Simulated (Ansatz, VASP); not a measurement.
# One calculation of ScB4, two programs

File INCAR:

```
  PREC = Accurate
  ENCUT = 520
  EDIFF = 1E-6
  ISMEAR = 0
  SIGMA = 0.1
  LREAL = F
  LASPH = T
  NELM = 150
  ALGO = Normal
  ISIF = 2
  LWAVE = F
  LCHARG = F
  ISPIN = 2
  MAGMOM = 1 0 0 0 0
  LORBIT = 11
  LMAXMIX = 4
  GGA = PE
  NBANDS = 24
```

Contents of KPOINTS:

```
regular mesh
0
Gamma
  6 6 4
```

Contents of POSCAR:

```
ScB4
1.0
    3.3364734772      0.0000000000      0.0000000000
    0.0000000000      3.3364734772      0.0000000000
    0.0000000000      0.0000000000      4.3814524304
Sc B
1 4
Direct
    0.0000000000      0.0000000000      0.5000000000
    0.5000000000      0.0000000000      0.0000000000
    0.0000000000      0.5000000000      0.0000000000
    0.5000000000      0.5000000000      0.0000000000
    0.5000000000      0.5000000000      0.5000000000
```

Input for Ansatz:

```yaml
crystal:
  lattice:
    - [3.3364734772, 0.0, 0.0]
    - [0.0, 3.3364734772, 0.0]
    - [0.0, 0.0, 4.3814524304]
  atoms:
    - { symbol: Sc, position: [0.0, 0.0, 0.5], spin: 1.0 }
    - { symbol: B, position: [0.5, 0.0, 0.0] }
    - { symbol: B, position: [0.0, 0.5, 0.0] }
    - { symbol: B, position: [0.5, 0.5, 0.0] }
    - { symbol: B, position: [0.5, 0.5, 0.5] }
basis:
  ecutwfc: 420
kpoints:
  mp_grid: { grid: [6, 6, 4] }
hamiltonian:
  xc: pbe
scf:
  occupations: { method: gaussian, width: 0.1 }
  lower_state_search: "off"
output:
  forces: true
  stress: true
  eigenvalues: true
  populations: true
magnetization:
  spin_polarized: true
```

Alike in both runs: task single point; functional PBE; k mesh 6 × 6 × 4; occupations gaussian, width 0.1 eV; collinear spin.

```csv
,VASP,Ansatz
version,VASP 6.6.1,Ansatz 0.2.0
potentials or method,"VASP PAW PBE potentials, release 64 (Sc_sv, B), cutoff 520 eV","scalar-relativistic, plane waves, PAW"
valence electrons in the cell,23,23
```

```csv
,VASP,Ansatz,Ansatz less VASP
gap on the k mesh at the Fermi level (eV),none,none,-
pressure (GPa),0.1,0.0,-0.16
"traceless stress, the component that is largest in VASP (GPa)",0.38,0.40,+0.025
net moment per atom (μB),0.00,0.00,0.000
```

A gap of «none» marks a metal or a gap that the smearing closes. Ansatz's warnings: seeded moment not kept.
